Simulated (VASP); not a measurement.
# I (P-1) in VASP: relaxation of cell and atoms with PBE

Aim: the relaxation of cell and atoms of I with PBE.

Everything below comes from runs of VASP 6.6.1. Logs are shortened: lines on timing, memory, paths and dates and some standing lists are left out, and cuts for length are marked.

### 1 The cell of the first run

The typed cell holds 4 atoms: a = 4.868 Å, b = 7.009 Å, c = 7.124 Å, α = 89.07°, β = 73.89°, γ = 80.92°.

The cell was built from a structure type or drawn by symmetry, and may not be a known phase.

### 2 Relaxation of cell and atoms, PBE

INCAR

```
ALGO     = Normal         # electronic algorithm
EDIFF    = 1E-6           # SCF threshold, eV
EDIFFG   = -0.01          # ionic threshold
ENCUT    = 600            # plane-wave cutoff, eV
GGA      = PE             # functional
IBRION   = 2              # ionic algorithm
ISIF     = 3              # what is computed and relaxed
ISMEAR   = 0              # smearing method
LASPH    = True           # aspherical terms in the spheres
LCHARG   = False          # write CHGCAR
LREAL    = False          # projectors in reciprocal space
LWAVE    = False          # write WAVECAR
NELM     = 100            # most SCF steps
NSW      = 100            # ionic steps
PREC     = Accurate       # precision mode
SIGMA    = 0.02           # smearing width, eV
```

KPOINTS

```
k-points
0
Gamma
  6 4 4
```

POSCAR

```
I
1.0
    4.8676401762      0.0000000000      0.0000000000
    1.1061330120      6.9213366986      0.0000000000
    1.9763689785     -0.1986817916      6.8412996429
I
4
Direct
    0.4989850510      0.3239140832      0.4083186711
    0.5009798699      0.9094100485      0.1776348582
    0.4990201301      0.0905899515      0.8223651418
    0.5010149490      0.6760859168      0.5916813289
```

Potentials or basis: VASP PAW PBE potentials, release 64 (I).

Started as:

```sh
cat potpaw_PBE.64/I/POTCAR > POTCAR
mpirun -np 1 vasp_std > vasp.out
```

OUTCAR:

```text
EDIFF = 1E-6
   EDIFFG = -0.01
   ENCUT = 600
   GGA = PE
   IBRION = 2
   ISIF = 3
   ISMEAR = 0
   LASPH = True
   LREAL = False
   NELM = 100
   NSW = 100
   PREC = Accurate

 ion  position               nearest neighbor table
   1  0.499  0.324  0.408-   4 2.81   3 3.35   2 3.36
   2  0.501  0.909  0.178-   3 2.81   4 3.35   1 3.36
   3  0.499  0.091  0.822-   2 2.81   1 3.35   4 3.36
   4  0.501  0.676  0.592-   1 2.81   2 3.35   3 3.36

  LATTYP: Found a triclinic cell.
 ALAT       =     4.8676401762
 B/A-ratio  =     1.9884407814
 C/A-ratio  =     2.3980643476
 COS(alpha) =     0.0005661447
 COS(beta)  =     0.5699329366
 COS(gamma) =     0.7070977466

  Lattice vectors:

 A1 = (   4.8676401762,   0.0000000000,   0.0000000000)
 A2 = (   6.8440091547,  -0.1986817916,   6.8412996429)
 A3 = (   6.6527783619,  -6.7226549070,  -6.8412996429)

Analysis of symmetry for initial positions (statically):
=====================================================================
 Subroutine PRICEL returns:
 Original cell was already a primitive cell.

 Routine SETGRP: Setting up the symmetry group for a
 triclinic supercell.

 Subroutine GETGRP returns: Found  2 space group operations
 (whereof  2 operations were pure point group operations)
 out of a pool of  2 trial point group operations.

The static configuration has the point symmetry S_2 .

Analysis of symmetry for dynamics (positions and initial velocities):
=====================================================================
 Subroutine PRICEL returns:
 Original cell was already a primitive cell.

 Routine SETGRP: Setting up the symmetry group for a
 triclinic supercell.

 Subroutine GETGRP returns: Found  2 space group operations
 (whereof  2 operations were pure point group operations)
 out of a pool of  2 trial point group operations.

The dynamic configuration has the point symmetry S_2 .

 Subroutine INISYM returns: Found  2 space group operations
 (whereof  2 operations are pure point group operations),
 and found     1 'primitive' translations

----------------------------------------------------------------------------------------

                                     Primitive cell

  volume of cell :     230.4873

  direct lattice vectors                    reciprocal lattice vectors
     4.867640176  0.000000000  0.000000000     0.205438357 -0.032832119 -0.060302159
     1.106133012  6.921336699  0.000000000     0.000000000  0.144480762  0.004195942
     1.976368979 -0.198681792  6.841299643     0.000000000  0.000000000  0.146171057

  length of vectors
     4.867640176  7.009167706  7.123825489     0.216608441  0.144541677  0.146171057

  position of ions in fractional coordinates (direct lattice)
     0.498985051  0.323914083  0.408318671
     0.500979870  0.909410049  0.177634858
     0.499020130  0.090589952  0.822365142
     0.501014949  0.676085917  0.591681329

  ion indices of the primitive-cell ions
   primitive index   ion index
                 1           1
                 2           2
                 3           3
                 4           4

----------------------------------------------------------------------------------------

 KPOINTS: k-points

Automatic generation of k-mesh.
 Grid dimensions read from file:
 generate k-points for:    6    4    4

 Generating k-lattice:

  Cartesian coordinates                     Fractional coordinates (reciprocal lattice)
     0.034239726 -0.005472020 -0.010050360     0.166666667  0.000000000  0.000000000
     0.000000000  0.036120190  0.001048986     0.000000000  0.250000000  0.000000000
     0.000000000  0.000000000  0.036542764     0.000000000  0.000000000  0.250000000

  Length of vectors
     0.036101407  0.036135419  0.036542764

  Shift w.r.t. Gamma in fractional coordinates (k-lattice)
     0.000000000  0.000000000  0.000000000

 Subroutine IBZKPT returns following result:
 ===========================================

 Found     52 irreducible k-points:

 Following reciprocal coordinates:
            Coordinates               Weight
  0.000000  0.000000  0.000000      1.000000
  0.166667  0.000000  0.000000      2.000000
  0.333333 -0.000000  0.000000      2.000000
  0.500000 -0.000000  0.000000      1.000000
  0.000000  0.250000  0.000000      2.000000
  0.166667  0.250000  0.000000      2.000000
[... 16 lines left out ...]
  0.333333  0.250000  0.250000      2.000000
  0.500000  0.250000  0.250000      2.000000
 [... further k-points ...]
   k-points           NKPTS =     52   k-points in BZ     NKDIM =     52   number of bands    NBANDS=     18
   number of dos      NEDOS =    301   number of ions     NIONS =      4
   total plane-waves  NPLWV = 134400
   dimension x,y,z NGX =    40 NGY =   56 NGZ =   60
   dimension x,y,z NGXF=    80 NGYF=  112 NGZF=  120
   ions per type =               4
   NGX,Y,Z   is equivalent  to a cutoff of  13.66, 13.28, 14.00 a.u.
   NGXF,Y,Z  is equivalent  to a cutoff of  27.32, 26.56, 28.00 a.u.
 SYSTEM =  unknown system
   PREC   = accura    normal or accurate (medium, high low for compatibility)
   ISTART =      0    job   : 0-new  1-cont  2-samecut
   ICHARG =      2    charge: 1-file 2-atom 10-const
   ISPIN  =      1    spin polarized calculation?
   LNONCOLLINEAR =      F non collinear calculations
   LSORBIT =      F    spin-orbit coupling
   LASPH  =      T    aspherical Exc in radial PAW
   ENCUT  =  600.0 eV  44.10 Ry    6.64 a.u.   9.72 14.00 14.23*2*pi/ulx,y,z
   NELM   =    100;   NELMIN=  2; NELMDL= -5     # of ELM steps
   EDIFF  = 0.1E-05   stopping-criterion for ELM
   LREAL  =      F    real-space projection
   EDIFFG = -.1E-01   stopping-criterion for IOM
   NSW    =    100    number of steps for IOM
   IBRION =      2    ionic relax: 0-MD 1-quasi-New 2-CG
   NFREE  =      1    steps in history (QN), initial steepest desc. (CG)
   ISIF   =      3    stress and relaxation
   ISYM   =      2    0-nonsym 1-usesym 2-fastsym
   POTIM  = 0.5000    time-step for ionic-motion
   TEBEG  =    0.0;   TEEND  =   0.0 temperature during run
   PSTRESS=    0.0 pullay stress
   NELECT =      28.0000    total number of electrons
   NUPDOWN=      -1.0000    fix difference up-down
   EMIN   =  10.00;   EMAX   =-10.00  energy-range for DOS
   EFERMI =   0.00;   METHOD = LEGACY
   ISMEAR =     0;   SIGMA  =   0.02  broadening in eV -4-tet -1-fermi 0-gaus
   EFERMI_NEDOS =   21; number of points for ismear=-14 and -15
   IALGO  =     38    algorithm
   IMIX   =      4    mixing-type and parameters
     AMIX     =   0.40;   BMIX     =  1.00
     AMIX_MAG =   1.60;   BMIX_MAG =  1.00
  volume/ion in A,a.u.               =      57.62       388.85
  Fermi-wavevector in a.u.,A,eV,Ry     =   0.810796  1.532183  8.944345  0.657391
  Thomas-Fermi vector in A             =   1.920038
   LORBIT       =      0    0 simple, 1 ext, 2 COOP (PROOUT), +10 PAW based schemes
   GGA     = PE    functional components
   LHFCALC =     F    Hartree Fock is set to
   AEXX    =    0.0000 exact exchange contribution
   IVDW    =     0    specifies the selected vdW correction
   LEPSILON=     F    determine dielectric tensor
   LRPA    =     F    only Hartree local field effects (RPA)
 conjugate gradient relaxation of ions
 non-spin polarized calculation
 Gauss-broadening in eV      SIGMA  =   0.02
  energy-cutoff  :      600.00
  volume of cell :      230.49
 maximum number of plane-waves:      7716
   NGX = 19   NGY = 27   NGZ = 29

--------------------------------------- Ionic step        1  -------------------------------------------

 number of electron      28.0000001 magnetization

 Free energy of the ion-electron system (eV)
  ---------------------------------------------------
  ext. energy  EPLUGINS =         0.00000000
  ---------------------------------------------------
  free energy    TOTEN  =        -6.17632866 eV

  energy without entropy =       -6.17632866  energy(sigma->0) =       -6.17632866

------------------------ aborting loop because EDIFF is reached ----------------------------------------

  FORCE on cell =-STRESS in cart. coord.  units (eV):
  Direction    XX          YY          ZZ          XY          YZ          ZX
  --------------------------------------------------------------------------------------
  -------------------------------------------------------------------------------------
  Total        0.0973441      0.0795963      0.0019499     -0.0056673     -0.0708161      0.0310340
  in kB        0.6766639      0.5532944      0.0135546     -0.0393946     -0.4922609      0.2157251
  external PRESSURE =       0.4145043 kB  Pullay stress =       0.0000000 kB
[... 95 lines left out ...]
  FREE ENERGIE OF THE ION-ELECTRON SYSTEM (eV)
  ---------------------------------------------------
  free  energy   TOTEN  =        -6.1767579147 eV

  energy  without entropy=       -6.1767579147  energy(sigma->0) =       -6.17675791

[... ionic steps 4 to 45 ...]

--------------------------------------- Ionic step       46  -------------------------------------------

 number of electron      27.9999997 magnetization

------------------------ aborting loop because EDIFF is reached ----------------------------------------

  FORCE on cell =-STRESS in cart. coord.  units (eV):
  Direction    XX          YY          ZZ          XY          YZ          ZX
  --------------------------------------------------------------------------------------
  -------------------------------------------------------------------------------------
  Total       -0.0476231      0.0204995     -0.0237477      0.0015856      0.0000186      0.0086536
  in kB       -0.3273982      0.1409298     -0.1632604      0.0109009      0.0001280      0.0594918
  external PRESSURE =      -0.1165762 kB  Pullay stress =       0.0000000 kB
[... 61 lines left out ...]
  energy  without entropy=       -6.1821387430  energy(sigma->0) =       -6.18213874

--------------------------------------- Ionic step       48  -------------------------------------------

 number of electron      27.9999998 magnetization

 Free energy of the ion-electron system (eV)
  ---------------------------------------------------
  ext. energy  EPLUGINS =         0.00000000
  ---------------------------------------------------
  free energy    TOTEN  =        -6.18225777 eV

  energy without entropy =       -6.18225777  energy(sigma->0) =       -6.18225777

 E-fermi :   0.2184     XC(G=0):  -6.5322

 val. band max:        0.1140068796   @ k =   0.0000   0.0000   0.0000
 cond. band min:       1.7305044471   @ k =   0.5000   0.2500   0.0000
 fundamental gap:      1.6164975676
 Fermi energy:         0.2183909414

 k-point     1 :       0.0000    0.0000    0.0000
  band No.  band energies     occupation
      1     -12.9818      2.00000
      2     -12.1489      2.00000
      3     -10.9481      2.00000
      4     -10.9380      2.00000
      5      -4.0796      2.00000
      6      -3.5367      2.00000
[... 10 lines left out ...]
     17       4.8180      0.00000
     18       6.5415      0.00000
[... 466 lines left out ...]
      2     -12.3685      2.00000
      3     -11.1873      2.00000
      4     -10.6307      2.00000
      5      -3.9384      2.00000
      6      -3.6653      2.00000
[... 10 lines left out ...]
     17       6.2991      0.00000
     18       6.4907      0.00000

 [... further k-points ...]
[... 5 lines left out ...]
  --------------------------------------------------------------------------------------
  -------------------------------------------------------------------------------------
  Total       -0.0334223     -0.0112119     -0.0199113     -0.0059030      0.0029461     -0.0018713
  in kB       -0.2304291     -0.0772998     -0.1372777     -0.0406984      0.0203121     -0.0129016
  external PRESSURE =      -0.1483355 kB  Pullay stress =       0.0000000 kB
[... 19 lines left out ...]
  FREE ENERGIE OF THE ION-ELECTRON SYSTEM (eV)
  ---------------------------------------------------
  free  energy   TOTEN  =        -6.1822577691 eV

  energy  without entropy=       -6.1822577691  energy(sigma->0) =       -6.18225777

 reached required accuracy - stopping structural energy minimisation
```

It took 52 min on 1 thread of AMD EPYC 9R45 (Zen 5), shared host; peak memory 0.51 GiB.

What came out:

* Free energy: -6.1823 eV
* Relaxed volume: 58.10 Å³/atom
* Relaxed cell: a = 5.193 Å, b = 7.071 Å, c = 7.080 Å, α = 89.96°, β = 65.32°, γ = 80.58°
* Space group after relaxing (to 0.1 Å): P-1 (No. 2)
* Energy gained by relaxing: 1.5 meV/atom
* Ionic steps: 48
* Pressure after relaxing: 0.0 GPa
* Largest force after relaxing: 0.006 eV/Å
* Band gap on the k mesh: 1.62 eV (least direct gap 1.71 eV)

Forces on the atoms (eV/Å):
```
I    0.000  0.002 -0.002
I   -0.001  0.004 -0.005
I    0.001 -0.004  0.005
I    0.000 -0.002  0.002
```

The path:
| step | energy change (eV) | largest force (eV/Å) | pressure (GPa) | volume (Å³) |
| --- | --- | --- | --- | --- |
| 1 | 0.0000 | 0.0170 | 0.04 | 230.49 |
| 3 | -0.0004 | 0.0333 | -0.04 | 231.69 |
| 5 | -0.0009 | 0.0266 | -0.02 | 232.10 |
| 7 | -0.0015 | 0.0727 | 0.03 | 233.94 |
| 9 | -0.0020 | 0.0417 | 0.01 | 233.67 |
| 11 | -0.0028 | 0.0389 | 0.03 | 236.37 |
| 13 | -0.0030 | 0.0465 | -0.05 | 236.59 |
| 15 | -0.0031 | 0.0186 | -0.01 | 236.05 |
| 17 | -0.0031 | 0.0188 | -0.01 | 236.09 |
| 19 | -0.0037 | 0.0135 | 0.00 | 236.29 |
| 21 | -0.0039 | 0.0223 | 0.00 | 236.37 |
| 23 | -0.0041 | 0.0315 | -0.01 | 236.41 |
| 25 | -0.0044 | 0.0264 | -0.01 | 236.31 |
| 27 | -0.0045 | 0.0174 | -0.01 | 236.25 |
| 29 | -0.0047 | 0.0172 | 0.03 | 235.54 |
| 31 | -0.0047 | 0.0237 | 0.04 | 235.16 |
| 33 | -0.0048 | 0.0225 | 0.04 | 235.09 |
| 35 | -0.0051 | 0.0199 | 0.01 | 234.78 |
| 37 | -0.0052 | 0.0242 | -0.01 | 234.35 |
| 39 | -0.0053 | 0.0159 | -0.01 | 234.05 |
| 41 | -0.0055 | 0.0066 | 0.00 | 233.53 |
| 43 | -0.0056 | 0.0382 | -0.01 | 232.89 |
| 45 | -0.0057 | 0.0222 | -0.01 | 233.12 |
| 47 | -0.0058 | 0.0141 | -0.01 | 232.83 |
| 48 | -0.0059 | 0.0062 | -0.01 | 232.39 |

Final structure:
```
CELL_PARAMETERS angstrom
5.18278 -0.00331 0.32702
1.16929 6.97309 -0.07535
2.54585 -0.35077 6.59757
ATOMIC_POSITIONS crystal
I 0.49992 0.32280 0.40938
I 0.50017 0.90915 0.17704
I 0.49983 0.09085 0.82296
I 0.50008 0.67720 0.59062
```

Caveat: spin-orbit coupling is left out, which moves the levels of the heavy elements.
